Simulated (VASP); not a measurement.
# Pt (Im-3m) in VASP: a series of runs

Pt is run at these levels: PBEsol; tasks: single point.

All numbers are computed with VASP 6.6.1; they aren't measurements. Logs are shortened: lines on timing, memory, paths and dates and some standing lists are left out, and cuts for length are marked.

### Step 1. The cell of the first run

It takes space group Im-3m (No. 229, cubic). Conventional cell: a = 3.126 Å, b = 3.126 Å, c = 3.126 Å, α = 90.00°, β = 90.00°, γ = 90.00°. Within 3.6 Å of Pt (site symmetry m-3m) lie 14 Pt at 2.71 to 3.13 Å.

### Step 2. Single point, PBEsol

The input, INCAR:

```
SYSTEM = Pt
PREC     = Accurate       ! precision mode
ENCUT    = 500            ! plane-wave cutoff, eV
EDIFF    = 1E-6           ! SCF threshold, eV
ISMEAR   = 1              ! smearing method
SIGMA    = 0.15           ! smearing width, eV
LREAL    = .FALSE.        ! projectors in reciprocal space
LASPH    = .TRUE.         ! aspherical terms in the spheres
NELM     = 120            ! most SCF steps
ALGO     = Normal         ! electronic algorithm
ISIF     = 2              ! what is computed and relaxed
LWAVE    = .FALSE.        ! write WAVECAR
LCHARG   = .FALSE.        ! write CHGCAR
GGA      = PS             ! functional
NBANDS   = 11             ! bands
GGA_COMPAT= .FALSE.
```

The input, KPOINTS:

```
regular mesh
0
G
  13 13 13
  0 0 0
```

The input, POSCAR:

```
Pt
1.0
   -1.5628089970      1.5628089970      1.5628089970
    1.5628089970     -1.5628089970      1.5628089970
    1.5628089970      1.5628089970     -1.5628089970
Pt
1
Direct
    0.0000000000      0.0000000000      0.0000000000
```

Potentials or basis: VASP PAW PBE potentials, release 64 (Pt).

Started as:

```bash
cat potpaw_PBE.64/Pt/POTCAR > POTCAR
mpirun -np 1 vasp_std > vasp.out
```

OUTCAR:

```text
SYSTEM = Pt
   PREC = Accurate
   ENCUT = 500
   EDIFF = 1E-6
   ISMEAR = 1
   LREAL = .FALSE.
   LASPH = .TRUE.
   NELM = 120
   ISIF = 2
   GGA = PS

 ion  position               nearest neighbor table
   1  0.000  0.000  0.000-

  LATTYP: Found a body centered cubic cell.
 ALAT       =     3.1256179940

  Lattice vectors:

 A1 = (  -1.5628089970,   1.5628089970,   1.5628089970)
 A2 = (   1.5628089970,  -1.5628089970,   1.5628089970)
 A3 = (   1.5628089970,   1.5628089970,  -1.5628089970)

Analysis of symmetry for initial positions (statically):
=====================================================================
 Subroutine PRICEL returns:
 Original cell was already a primitive cell.

 Routine SETGRP: Setting up the symmetry group for a
 body centered cubic supercell.

 Subroutine GETGRP returns: Found 48 space group operations
 (whereof 48 operations were pure point group operations)
 out of a pool of 48 trial point group operations.

The static configuration has the point symmetry O_h .

Analysis of symmetry for dynamics (positions and initial velocities):
=====================================================================
 Subroutine PRICEL returns:
 Original cell was already a primitive cell.

 Routine SETGRP: Setting up the symmetry group for a
 body centered cubic supercell.

 Subroutine GETGRP returns: Found 48 space group operations
 (whereof 48 operations were pure point group operations)
 out of a pool of 48 trial point group operations.

The dynamic configuration has the point symmetry O_h .

 Subroutine INISYM returns: Found 48 space group operations
 (whereof 48 operations are pure point group operations),
 and found     1 'primitive' translations

----------------------------------------------------------------------------------------

                                     Primitive cell

  volume of cell :      15.2678

  direct lattice vectors                    reciprocal lattice vectors
    -1.562808997  1.562808997  1.562808997     0.000000000  0.319936730  0.319936730
     1.562808997 -1.562808997  1.562808997     0.319936730  0.000000000  0.319936730
     1.562808997  1.562808997 -1.562808997     0.319936730  0.319936730  0.000000000

  length of vectors
     2.706864585  2.706864585  2.706864585     0.452458863  0.452458863  0.452458863

  position of ions in fractional coordinates (direct lattice)
     0.000000000  0.000000000  0.000000000

[... 75 lines left out ...]
   EDIFF  = 0.1E-05   stopping-criterion for ELM
   LREAL  =      F    real-space projection
   EDIFFG = 0.1E-04   stopping-criterion for IOM
   NSW    =      0    number of steps for IOM
   IBRION =     -1    ionic relax: 0-MD 1-quasi-New 2-CG
   NFREE  =      0    steps in history (QN), initial steepest desc. (CG)
   ISIF   =      2    stress and relaxation
   ISYM   =      2    0-nonsym 1-usesym 2-fastsym
   POTIM  = 0.5000    time-step for ionic-motion
   TEBEG  =    0.0;   TEEND  =   0.0 temperature during run
   PSTRESS=    0.0 pullay stress
   NELECT =      10.0000    total number of electrons
   NUPDOWN=      -1.0000    fix difference up-down
   EMIN   =  10.00;   EMAX   =-10.00  energy-range for DOS
   EFERMI =   0.00;   METHOD = LEGACY
   ISMEAR =     1;   SIGMA  =   0.15  broadening in eV -4-tet -1-fermi 0-gaus
   EFERMI_NEDOS =   21; number of points for ismear=-14 and -15
   IALGO  =     38    algorithm
   IMIX   =      4    mixing-type and parameters
     AMIX     =   0.40;   BMIX     =  1.00
     AMIX_MAG =   1.60;   BMIX_MAG =  1.00
  volume/ion in A,a.u.               =      15.27       103.03
  Fermi-wavevector in a.u.,A,eV,Ry     =   1.421725  2.686671 27.501483  2.021302
  Thomas-Fermi vector in A             =   2.542504
   LORBIT       =      0    0 simple, 1 ext, 2 COOP (PROOUT), +10 PAW based schemes
   GGA     = PS    functional components
   LHFCALC =     F    Hartree Fock is set to
   AEXX    =    0.0000 exact exchange contribution
   IVDW    =     0    specifies the selected vdW correction
   LEPSILON=     F    determine dielectric tensor
   LRPA    =     F    only Hartree local field effects (RPA)
 non-spin polarized calculation
 Methfessel and Paxton  Order N= 1 SIGMA  =   0.15
  energy-cutoff  :      500.00
  volume of cell :       15.27
 maximum number of plane-waves:       399
   NGX =  9   NGY =  9   NGZ =  9

 number of electron      10.0000000 magnetization

 number of electron       9.9999997 magnetization

 Free energy of the ion-electron system (eV)
  ---------------------------------------------------
  ext. energy  EPLUGINS =         0.00000000
  ---------------------------------------------------
  free energy    TOTEN  =        -6.84305874 eV

  energy without entropy =       -6.84347534  energy(sigma->0) =       -6.84319761

 E-fermi :  10.7007     XC(G=0): -13.5495

 val. band max:       10.6907021087   @ k =  -0.3846  -0.4615   0.2308
 cond. band min:      10.7491897915   @ k =  -0.3846   0.3846   0.1538
 fundamental gap:      0.0584876828
 Fermi energy:        10.7007315226

 k-point     1 :       0.0000    0.0000    0.0000
  band No.  band energies     occupation
      1       0.7156      2.00000
      2       6.9545      2.00000
      3       6.9545      2.00000
      4       6.9545      2.00000
      5       9.6030      2.00000
      6       9.6030      2.00000
      7      27.7138      0.00000
      8      27.7138      0.00000
      9      27.7138      0.00000
     10      38.1588      0.00000
     11      38.1588      0.00000
[... 309 lines left out ...]
 k-point    24 :       0.2308    0.0769    0.0769
  band No.  band energies     occupation
      1       3.9178      2.00000
      2       5.8321      2.00000
      3       6.6478      2.00000
      4       9.3522      2.00000
      5       9.7726      2.00000
      6      10.8642     -0.06421
      7      22.9332      0.00000
      8      25.6105      0.00000
      9      27.2965      0.00000
     10      31.5458      0.00000
     11      37.3887      0.00000

 [... further k-points ...]
[... 5 lines left out ...]
  --------------------------------------------------------------------------------------
  -------------------------------------------------------------------------------------
  Total       -0.1503851     -0.1503851     -0.1503851     -0.0000000     -0.0000000      0.0000000
  in kB      -15.7811185    -15.7811185    -15.7811185     -0.0000000     -0.0000000      0.0000000
  external PRESSURE =     -15.7811185 kB  Pullay stress =       0.0000000 kB

 VOLUME and BASIS-vectors are now :
 -----------------------------------------------------------------------------
  energy-cutoff  :      500.00
  volume of cell :       15.27
      direct lattice vectors                 reciprocal lattice vectors
    -1.562808997  1.562808997  1.562808997     0.000000000  0.319936730  0.319936730
     1.562808997 -1.562808997  1.562808997     0.319936730  0.000000000  0.319936730
     1.562808997  1.562808997 -1.562808997     0.319936730  0.319936730  0.000000000

 POSITION                                       TOTAL-FORCE (eV/Angst)
 -----------------------------------------------------------------------------------
      0.00000      0.00000      0.00000        -0.000000      0.000000      0.000000
 -----------------------------------------------------------------------------------
    total drift:                                0.000000      0.000000      0.000000

  FREE ENERGIE OF THE ION-ELECTRON SYSTEM (eV)
  ---------------------------------------------------
  free  energy   TOTEN  =        -6.8430587404 eV

  energy  without entropy=       -6.8434753439  energy(sigma->0) =       -6.84319761
```

stdout:

```text
POSCAR found type information on POSCAR Pt
 POSCAR found :  1 types and       1 ions
 scaLAPACK will be used
 -----------------------------------------------------------------------------
|                                                                             |
|                                                                             |
|     You enforced a specific xc type in the INCAR file but a different       |
|     I HOPE YOU KNOW WHAT YOU ARE DOING!                                     |
|                                                                             |
 -----------------------------------------------------------------------------

 LDA part: xc-table for (Slater+PW92), standard interpolation
 POSCAR, INCAR and KPOINTS ok, starting setup
 FFT: planning ... GRIDC
 FFT: planning ... GRID_SOFT
 FFT: planning ... GRID
 WAVECAR not read
 entering main loop
```

It took 14 s on 1 thread of Intel Xeon 8259CL, shared host; peak memory 0.13 GiB.

What came out:

- Free energy: -6.8431 eV
- Pressure: -1.6 GPa
- Band gap on the k mesh: zero (band 5 reaches 11.62 eV, above the bottom of band 6 at 9.44 eV)

Caveat: the PAW data sets were made with another functional, which shifts forces and pressure a little; spin-orbit coupling is left out, which moves the levels of the heavy elements.

### Step 3. Single point, PBEsol

This run uses another cell than the first one, of 15.90 Å³/atom, 1.042 times its volume.

The input, INCAR:

```
SYSTEM = Pt
PREC = Accurate ; ENCUT = 500
EDIFF = 1E-6 ; ISMEAR = 1
SIGMA = 0.15 ; LREAL = .FALSE.
LASPH = .TRUE. ; NELM = 120
ALGO = Normal ; ISIF = 2
LWAVE = .FALSE. ; LCHARG = .FALSE.
GGA = PS ; NBANDS = 11
GGA_COMPAT = .FALSE.
```

The input, KPOINTS:

```
Automatic mesh
0
G
  13 13 13
  0 0 0
```

The input, POSCAR:

```
Pt
1.0
   -1.5842200000      1.5842200000      1.5842200000
    1.5842200000     -1.5842200000      1.5842200000
    1.5842200000      1.5842200000     -1.5842200000
Pt
1
Direct
    0.0000000000      0.0000000000      0.0000000000
```

Potentials or basis: VASP PAW PBE potentials, release 64 (Pt).

Started as:

```bash
cat potpaw_PBE.64/Pt/POTCAR > POTCAR
mpirun -np 1 vasp_std > vasp.out
```

Wall time 15 s (1 thread of Intel Xeon 8259CL, shared host); peak memory 0.13 GiB.

Results (log left out):

```yaml
Free_energy: -6.8167 eV
Pressure: -11.5 GPa
Band_gap_on_the_k_mesh: zero (band 5 reaches 10.80 eV, above the bottom of band 6 at 8.78 eV)
```

Levels at points of the mesh, in eV from the Fermi level:
```
           k point  band 3  band 4  band 5  band 6  band 7  band 8
(0.00, 0.00, 0.00)   -3.52   -3.52   -1.02   -1.02   17.03   17.03
```

Caveat: the PAW data sets were made with another functional, which shifts forces and pressure a little; spin-orbit coupling is left out, which moves the levels of the heavy elements.

### Step 4. Single point, PBEsol

This run uses another cell than the first one, of 16.54 Å³/atom, 1.083 times its volume.

The input, INCAR:

```
ALGO     = Normal         # electronic algorithm
EDIFF    = 1E-6           # SCF threshold, eV
ENCUT    = 500            # plane-wave cutoff, eV
GGA      = PS             # functional
GGA_COMPAT= F            
ISIF     = 2              # what is computed and relaxed
ISMEAR   = 1              # smearing method
LASPH    = T              # aspherical terms in the spheres
LCHARG   = F              # write CHGCAR
LREAL    = F              # projectors in reciprocal space
LWAVE    = F              # write WAVECAR
NBANDS   = 11             # bands
NELM     = 120            # most SCF steps
PREC     = Accurate       # precision mode
SIGMA    = 0.15           # smearing width, eV
```

The input, KPOINTS:

```
k-points
0
Gamma
  13 13 13
```

The input, POSCAR:

```
Pt
1.0
   -1.6050673907      1.6050673907      1.6050673907
    1.6050673907     -1.6050673907      1.6050673907
    1.6050673907      1.6050673907     -1.6050673907
Pt
1
Direct
    0.0000000000      0.0000000000      0.0000000000
```

Started as:

```bash
cat potpaw_PBE.64/Pt/POTCAR > POTCAR
mpirun -np 1 vasp_std > vasp.out
```

Run time: 14 s. Hardware: 1 thread of Intel Xeon 8259CL, shared host; peak memory 0.13 GiB.

Results (log left out):

* Free energy: -6.7563 eV
* Pressure: -18.8 GPa
* Band gap on the k mesh: zero (band 5 reaches 10.06 eV, above the bottom of band 6 at 8.18 eV)

Levels at points of the mesh, in eV from the Fermi level:
| k point | band 1 | band 2 | band 3 | band 4 | band 5 | band 6 | band 7 | band 8 | band 9 | band 10 |
| --- | --- | --- | --- | --- | --- | --- | --- | --- | --- | --- |
| (0.00, 0.00, 0.00) | -9.16 | -3.32 | -3.32 | -3.32 | -0.96 | -0.96 | 17.02 | 17.02 | 17.02 | 26.48 |

Caveat: the PAW data sets were made with another functional, which shifts forces and pressure a little; spin-orbit coupling is left out, which moves the levels of the heavy elements.

### Step 5. The runs side by side

```csv
cell,gap on the mesh (eV),pressure (GPa)
"a = 2.707 Å, angles 109.5°, 1 atom",none,-1.6
"a = 2.744 Å, angles 109.5°, 1 atom",none,-11.5
"a = 2.780 Å, angles 109.5°, 1 atom",none,-18.8
```

Alike in all rows: task single point; level PBEsol; potentials or basis VASP PAW PBE potentials, release 64 (Pt); no spin polarisation; k mesh 13 × 13 × 13; cutoff (eV) 500; smearing methfessel-paxton 0.15 eV.

Caveats: the PAW data sets were made with another functional, which shifts forces and pressure a little; spin-orbit coupling is left out, which moves the levels of the heavy elements.

Total energies depend on the potentials used, so only differences within one code and one set of settings carry meaning.
